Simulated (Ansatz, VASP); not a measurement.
This is a calculation of Ge for VASP 6.6.1.

Contents of INCAR:

```
  ALGO = Normal
  EDIFF = 1E-6
  ENCUT = 520
  GGA = PE
  ISIF = 2
  ISMEAR = 0
  LASPH = True
  LCHARG = True
  LELF = True
  LREAL = False
  LVHAR = True
  LWAVE = False
  NBANDS = 13
  NELM = 60
  PREC = Accurate
  SIGMA = 0.011
```

Contents of KPOINTS:

```
k-points
0
Gamma
  11 11 10
```

File POSCAR:

```
Ge
1.0
    1.3971490000     -2.6005160000      0.0000000000
    1.3971490000      2.6005160000      0.0000000000
    0.0000000000      0.0000000000      2.6982310000
Ge
1
Direct
    0.5000000000      0.5000000000      0.0000000000
```

Potentials or basis: VASP PAW PBE potentials, release 64 (Ge_d).

Command:

```bash
$ cat potpaw_PBE.64/Ge_d/POTCAR > POTCAR
$ mpirun -np 1 vasp_std > vasp.out
```

Q: Set up the same calculation for Ansatz 0.2.0. Potentials there: Ansatz PAW.

A: As run (the cutoff follows the program's own potentials):

Contents of input.yaml:

```yaml
crystal:
  lattice:
    - [1.397149, -2.600516, 0.0]
    - [1.397149, 2.600516, 0.0]
    - [0.0, 0.0, 2.698231]
  atoms:
    - { symbol: Ge, position: [0.5, 0.5, 0.0] }
hamiltonian:
  xc: pbe
  pseudopotentials: { kind: paw }
kpoints:
  mp_grid: { grid: [11, 11, 10] }
scf:
  occupations: { method: gaussian, width: 0.011 }
output:
  forces: true
  stress: true
  eigenvalues: true
```

Potentials or basis: Ansatz PAW.

Launch:

```bash
$ ansatz run input.yaml --threads 2 --pin off --max-ram 5632MiB --backend cpu --events-out ev --progress --plain --runs-dir out
```

Both were run:

|  | VASP | Ansatz | Ansatz less VASP |
| --- | --- | --- | --- |
| gap on the k mesh at the Fermi level (eV) | none | none | - |
| pressure (GPa) | -0.8 | -0.7 | +0.18 |
| traceless stress, the component that is largest in VASP (GPa) | -2.12 | -2.13 | -0.009 |

A gap of «none» marks a metal or a gap that the smearing closes. The functional is the same, so the differences come from potentials, cutoffs and numerics.
